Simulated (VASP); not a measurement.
A run of VASP 6.6.1:

Contents of INCAR:

```
ALGO = Normal ; EDIFF = 1E-6
ENCUT = 520 ; GGA = PE
ISIF = 2 ; ISMEAR = 0
LASPH = T ; LCHARG = F
LREAL = F ; LWAVE = F
NBANDS = 18 ; NELM = 60
PREC = Accurate ; SIGMA = 0.016
```

The input KPOINTS:

```
k-points
0
Gamma
  7 7 7
```

File POSCAR:

```
BiTe
1.0
    0.0000000000      3.2350000000      3.2350000000
    3.2350000000      0.0000000000      3.2350000000
    3.2350000000      3.2350000000      0.0000000000
Bi Te
1 1
Direct
    0.0000000000      0.0000000000      0.0000000000
    0.5000000000      0.5000000000      0.5000000000
```

Potentials or basis: VASP PAW PBE potentials, release 64 (Bi_d, Te).

Launch:

```bash
$ cat potpaw_PBE.64/Bi_d/POTCAR potpaw_PBE.64/Te/POTCAR > POTCAR
$ mpirun -np 1 vasp_std > vasp.out
```

Hardware: 1 thread of Intel(R) Xeon(R) 6975P-C (Granite Rapids) (shared host).

Problem. Estimate the wall time of this run.

Solution. Run time: 11 s on 1 thread of Intel(R) Xeon(R) 6975P-C (Granite Rapids) (shared host), peak memory 0.2 GiB. Counts: scf iterations 12, k points 20.
